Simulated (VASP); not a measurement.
MgI2: single point with PBEsol

MgI2:

```xyz
3
Lattice="4.0706 0.0000 0.0000 -2.0353 3.5253 0.0000 0.0000 0.0000 6.8620" Properties=species:S:1:pos:R:3 pbc="T T T"
Mg    0.0000    0.0000    0.0000
I     0.0000    2.3502    5.1989
I     2.0353    1.1751    1.6631
```

This cell differs from its parent crystal: equal xx and yy strain of -2 %.

| Property | Result |
| --- | --- |
| Program | VASP 6.6.1 |
| Task | single point |
| Functional | PBEsol |
| Potentials or basis | VASP PAW PBE potentials, release 64 (Mg, I) |
| Cutoff | 520 eV |
| k mesh | 7 × 7 × 4 |
| Occupations | fermi-dirac, width 0.03 eV |
| Spin | no spin polarisation |
| Dipole correction | no |
| Further INCAR settings | ALGO = Normal; EDIFF = 1e-06; NBANDS = 15 |

- Pressure: 1.1 GPa
- Largest force: 0.113 eV/Å
- Band gap on the k mesh: 3.54 eV, indirect (least direct gap 3.81 eV)

Forces in eV/Å, atoms in the order of the input:
```
Mg   0.000  0.000  0.000
I    0.000  0.000 -0.113
I    0.000  0.000  0.113
```

Stress tensor (GPa, compression positive):
```
1.23 0.00 0.00
0.00 1.23 0.00
0.00 0.00 0.94
```

Levels at points of the mesh, in eV from the valence-band top:
```csv
k point,band 4,band 5,band 6,band 7,band 8,band 9,band 10,band 11,band 12,band 13
"(0.00, 0.00, 0.00)",-0.40,-0.40,-0.06,0.00,0.00,3.81,4.75,6.78,6.78,7.26
"(0.00, 0.00, 0.50)",-1.61,-0.30,-0.30,-0.10,-0.10,4.83,4.85,6.60,6.60,7.81
```

Run time: 31 s on 1 thread of Intel(R) Xeon(R) Platinum 8375C CPU @ 2.90GHz (Ice Lake) (shared host), peak memory 0.22 GiB.

Caveat: the cell differs from its parent crystal (equal xx and yy strain of -2 %); the PAW data sets were made with another functional, which shifts forces and pressure a little; spin-orbit coupling is left out, which moves the levels of the heavy elements; this functional lacks dispersion, which binds the layers, so the pressure and a relaxed spacing across them are unreliable. A k mesh can miss the band edges.
